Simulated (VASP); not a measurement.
Crystal: PbS.

```
Pb S
1.0
     0.00000    3.30098    3.30098
     3.30098    0.00000    3.30098
     3.30098    3.30098    0.00000
Pb S
1 1
Direct
  0.00000 0.00000 0.00000
  0.25000 0.25000 0.25000
```

Base run:

- Program: VASP 6.6.1
- Functional: r2SCAN
- Potentials or basis: VASP PAW PBE potentials, release 64 (Pb_d, S)
- Cutoff: 520 eV
- k mesh: 4 × 4 × 4
- Occupations: gaussian, width 0.01 eV
- Spin: no spin polarisation

Its results: band gap on the k mesh 0.95 eV, indirect (least direct gap 1.45 eV); pressure -0.1 GPa.

Problem. The run is repeated on the same cell with these changes: functional from r2SCAN to HSE06; further incar settings from ALGO = Normal; EDIFF = 1e-07; NBANDS = 17 to ALGO = Normal; EDIFF = 1e-06; NBANDS = 17. What comes out?

Solution. Band gap on the k mesh 1.29 eV, indirect (least direct gap 1.81 eV); pressure 0.0 GPa.

Caveats: the PAW data sets were made with another functional, which shifts forces and pressure a little; spin-orbit coupling is left out, which moves the levels of the heavy elements.

A k mesh can miss the band edges.
